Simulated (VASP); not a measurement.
Input of a VASP 6.6.1 run:

The input INCAR:

```
PREC = Accurate ; ENCUT = 520
EDIFF = 1E-6 ; ISMEAR = 0
SIGMA = 0.05 ; LREAL = F
LASPH = T ; NELM = 60
ALGO = Normal ; ISIF = 2
LWAVE = F ; LCHARG = F
GGA = PS ; NBANDS = 20
```

The input KPOINTS:

```
regular mesh
0
Gamma
  9 9 6
```

POSCAR

```
SnSe2
1.0
    3.4918669901      0.0000000000      0.0000000000
   -1.7459334950      3.0240455200      0.0000000000
    0.0000000000      0.0000000000      7.3100165154
Sn Se
1 2
Direct
    0.0000000000      0.0000000000      0.0000000000
    0.3333333333      0.6666666667      0.2500000000
    0.6666666667      0.3333333333      0.7500000000
```

Potentials or basis: VASP PAW PBE potentials, release 64 (Sn_d, Se).

The run is started by

```bash
$ cat potpaw_PBE.64/Sn_d/POTCAR potpaw_PBE.64/Se/POTCAR > POTCAR
$ mpirun -np 1 vasp_std > vasp.out
```

Task: Estimate the largest force.

Result: 0.978 eV/Å.

Task: What does it give for the band gap on the k mesh?

Result: Zero (band 13 reaches 5.00 eV, above the bottom of band 14 at 4.34 eV).

Stress tensor (GPa, compression positive):
```
 9.40  0.00  0.00
 0.00  9.40  0.00
 0.00  0.00 -8.53
```

Caveat: the PAW data sets were made with another functional, which shifts forces and pressure a little; spin-orbit coupling is left out, which moves the levels of the heavy elements; this functional lacks dispersion, which binds the layers, so the pressure and a relaxed spacing across them are unreliable.
